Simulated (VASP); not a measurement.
Set up this calculation in VASP 6.6.1, as the native input.

- Task: single point
- Functional: PBEsol
- Potentials or basis: VASP PAW PBE potentials, release 64 (Ba_sv, Os_sv_GW)
- Cutoff: 560 eV
- k mesh: 8 × 8 × 8
- Occupations: gaussian, width 0.05 eV
- Spin: no spin polarisation
- Dipole correction: no
- Further INCAR settings: ALGO = Normal; EDIFF = 1e-06; NBANDS = 37

The structure of BaOs3 lies in POSCAR:

```
BaOs3
1.0
    4.0849325274      0.0000000000      0.0000000000
    0.0000000000      4.0849325274      0.0000000000
    0.0000000000      0.0000000000      4.0849325274
Ba Os
1 3
Direct
    0.0000000000      0.0000000000      0.0000000000
    0.0000000000      0.5000000000      0.5000000000
    0.5000000000      0.5000000000      0.0000000000
    0.5000000000      0.0000000000      0.5000000000
```

One way to write it, as run:

INCAR

```
SYSTEM = BaOs3
ALGO = Normal
EDIFF = 1E-6
ENCUT = 560
GGA = PS
GGA_COMPAT = .FALSE.
ISIF = 2
ISMEAR = 0
LASPH = .TRUE.
LCHARG = .TRUE.
LELF = .TRUE.
LREAL = .FALSE.
LVHAR = .TRUE.
LWAVE = .FALSE.
NBANDS = 37
NELM = 120
PREC = Accurate
SIGMA = 0.05
```

KPOINTS

```
k-points
0
G
  8 8 8
  0 0 0
```

Potentials or basis: VASP PAW PBE potentials, release 64 (Ba_sv, Os_sv_GW).

Run with:

```bash
$ cat potpaw_PBE.64/Ba_sv/POTCAR potpaw_PBE.64/Os_sv_GW/POTCAR > POTCAR
$ mpirun -np 1 vasp_std > vasp.out
```

It gave:

The pressure is 8.7 GPa and the band gap on the k mesh is zero (bands 29 and 30 overlap by 2.28 eV).

Caveat: the cell stands under pressure; the PAW data sets were made with another functional, which shifts forces and pressure a little; spin-orbit coupling is left out, which moves the levels of the heavy elements.

Wall time 34 s on 1 thread of AMD EPYC 9R45 96-Core Processor (Zen 5), with other jobs on the host, peak memory 0.21 GiB.
